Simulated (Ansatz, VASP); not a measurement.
**Ga: VASP beside Ansatz**

```
Ga
1.0
    -1.82752    1.82752    1.82752
     1.82752   -1.82752    1.82752
     1.82752    1.82752   -1.82752
Ga
1
Direct
  0.00000 0.00000 0.00000
```

Alike in both runs: task single point; functional PBEsol; k mesh 16 × 16 × 16; occupations gaussian, width 0.1 eV; no spin polarisation.

|  | VASP | Ansatz |
| --- | --- | --- |
| version | VASP 6.6.1 | Ansatz 0.2.0 |
| potentials or method | VASP PAW PBE potentials, release 64 (Ga_d), cutoff 520 eV | scalar-relativistic, plane waves, PAW |
| valence electrons in the cell | 13 | 13 |

|  | VASP | Ansatz | Ansatz less VASP |
| --- | --- | --- | --- |
| gap on the k mesh at the Fermi level (eV) | none | none | - |
| pressure (GPa) | -8.5 | -8.5 | 0.00 |

VASP's potentials were made for PBE, not for PBEsol. A gap of «none» marks a metal or a gap that the smearing closes.
